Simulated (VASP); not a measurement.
Mg2H3: single point with PBE

The system is Mg2H3.

```
Mg H
1.0
     2.95612    0.00000    0.00000
     0.00000    4.83454    2.56962
     0.00000   -4.83454    2.56962
Mg H
2 3
Cartesian
  1.4781 -3.2615 1.2048
  1.4781 3.2615 1.2048
  0.0000 0.0000 3.7774
  2.5745 0.0000 1.2059
  0.3816 0.0000 1.2059
```

```json
{"Program": "VASP 6.6.1", "Task": "single point", "Functional": "PBE", "Potentials or basis": "VASP PAW PBE potentials, release 64 (Mg, H)", "Cutoff": "520 eV", "k mesh": "4 × 6 × 6", "Occupations": "gaussian, width 0.1 eV", "Spin": "no spin polarisation"}
```

```json
{
  "Pressure": "-0.2 GPa",
  "Largest force": "0.008 eV/Å"
}
```

Forces on the atoms (eV/Å):
```
Mg   0.000 -0.001  0.002
Mg   0.000  0.001  0.002
H    0.000  0.000 -0.004
H    0.008  0.000  0.001
H   -0.008  0.000  0.001
```

Levels at points of the mesh, in eV from the Fermi level:
```
           k point  band 1  band 2  band 3  band 4  band 5  band 6
(0.00, 0.00, 0.00)   -8.63   -5.63   -2.20    0.19    0.79    1.74
(0.50, 0.00, 0.00)   -6.78   -3.74   -1.82    1.47    3.01    3.22
(0.00, 0.50, 0.00)   -7.96   -6.61   -2.73   -1.85    2.51    4.33
(0.50, 0.50, 0.00)   -6.51   -4.22   -0.23    0.14    0.96    2.10
(0.00, 0.50, 0.50)   -8.31   -5.53   -4.45   -0.29    2.93    5.18
(0.50, 0.50, 0.50)   -6.69   -3.65   -0.45   -0.42   -0.08    3.43
```

It took 15 s on 1 thread of Intel(R) Xeon(R) Platinum 8559C (Emerald Rapids) (shared host), peak memory 0.2 GiB.

Caveat: the k points lie up to 0.53 Å⁻¹ apart.
